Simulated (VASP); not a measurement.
A run of VASP 6.6.1:

File INCAR:

```
SYSTEM = AlPd4
PREC = Accurate ; ENCUT = 520
EDIFF = 1E-6 ; ISMEAR = 0
SIGMA = 0.1 ; LREAL = .False.
LASPH = .True. ; NELM = 100
ALGO = Fast ; ISIF = 2
LWAVE = .False. ; LCHARG = .False.
GGA = PE ; NBANDS = 30
```

The input KPOINTS:

```
regular mesh
0
Gamma
  10 10 10
  0 0 0
```

File POSCAR:

```
AlPd4
1.0
   -2.9925714480      2.9925714480      2.5659199574
    2.9925714480     -2.9925714480      2.5659199574
    2.9925714480      2.9925714480     -2.5659199574
Al Pd
1 4
Direct
    0.0000000000      0.0000000000      0.0000000000
    0.7175967075      0.7175967075      0.4351934151
    0.2824032925      0.2824032925      0.5648065849
    0.7175967075      0.2824032925      0.0000000000
    0.2824032925      0.7175967075      0.0000000000
```

Potentials or basis: VASP PAW PBE potentials, release 64 (Al, Pd).

Command:

```console
$ cat potpaw_PBE.64/Al/POTCAR potpaw_PBE.64/Pd/POTCAR > POTCAR
$ mpirun -np 1 vasp_std > vasp.out
```

Hardware: 1 thread of Intel Xeon 6975P-C (shared host).

Problem. Estimate the wall time of this run.

Solution. Run time: 6.3 min on 1 thread of Intel Xeon 6975P-C, on a shared host, peak memory 0.39 GiB. Counts: scf iterations 14, k points 102.
